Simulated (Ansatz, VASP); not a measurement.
**CaB6 in VASP and in Ansatz**

```
CELL_PARAMETERS angstrom
4.08891 0.00000 0.00000
0.00000 4.08891 0.00000
0.00000 0.00000 4.08891
ATOMIC_POSITIONS crystal
Ca 0.50000 0.50000 0.50000
B 0.00000 0.00000 0.29827
B 0.00000 0.00000 0.70173
B 0.29827 0.00000 0.00000
B 0.70173 0.00000 0.00000
B 0.00000 0.29827 0.00000
B 0.00000 0.70173 0.00000
```

Alike in both runs: functional LDA; k mesh 8 × 8 × 8; occupations gaussian, width 0.01 eV; no spin polarisation.

Ansatz relaxed the structure, and its values are those at the end. VASP's run is a single point on that final structure, the one shown.

|  | VASP | Ansatz |
| --- | --- | --- |
| version | VASP 6.6.1 | Ansatz 0.2.0 |
| potentials or method | VASP PAW LDA potentials, release 64 (Ca_sv, B), cutoff 520 eV | scalar-relativistic, plane waves, PAW |
| valence electrons in the cell | 28 | 28 |

|  | VASP | Ansatz | Ansatz less VASP |
| --- | --- | --- | --- |
| gap on the k mesh at the Fermi level (eV) | 0.03 | 0.03 | +0.004 |
| least direct gap on the mesh (eV) | 0.03 | 0.03 | +0.004 |
| pressure (GPa) | 0.3 | 0.0 | -0.28 |
| rms of the force components (eV/Å) | 0.012 | 0.000 | -0.0116 |

LDA's correlation is that of Perdew and Zunger in VASP and of Perdew and Wang (1992) in Ansatz.
